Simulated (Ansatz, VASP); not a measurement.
**One calculation of TiSi2, two programs**

```
CELL_PARAMETERS angstrom
0.00000 4.11800 4.26150
2.38650 0.00000 4.26150
2.38650 4.11800 0.00000
ATOMIC_POSITIONS crystal
Ti 0.75000 0.75000 0.75000
Ti 0.50000 0.50000 0.50000
Si 0.08300 0.41700 0.08300
Si 0.41700 0.08300 0.41700
Si 0.16700 0.83300 0.16700
Si 0.83300 0.16700 0.83300
```

Alike in both runs: task electric field gradients; functional PBE; k mesh 8 × 8 × 8; occupations fermi-dirac, width 0.08 eV; no spin polarisation.

|  | VASP | Ansatz |
| --- | --- | --- |
| version | VASP 6.6.1 | Ansatz 0.2.0 |
| potentials or method | VASP PAW PBE potentials, release 64 (Ti_sv, Si) | PAW with Ansatz's default frozen-core files, scalar-relativistic |
| plane-wave cutoff (eV) | 520 | 420 |
| valence electrons in the cell | 40 | 40 |

Ansatz gave:

| Item | Value |
| --- | --- |
| pressure (GPa) | 2.3 |
| traceless stress, the component that is largest in VASP (GPa) | 0.63 |
| rms of the force components (eV/Å) | 0.095 |
| size of Vzz on the site where it differs most (V/Å²) | 11.4 |

Problem. Which values does VASP return?

Solution. Pressure (GPa): 2.3; traceless stress, the component that is largest in VASP (GPa): 0.62; rms of the force components (eV/Å): 0.096; size of Vzz on the site where it differs most (V/Å²): 10.3.

Atom by atom the forces differ by 0.000 eV/Å (rms over components). The functional is the same, so the differences come from potentials, cutoffs and numerics.
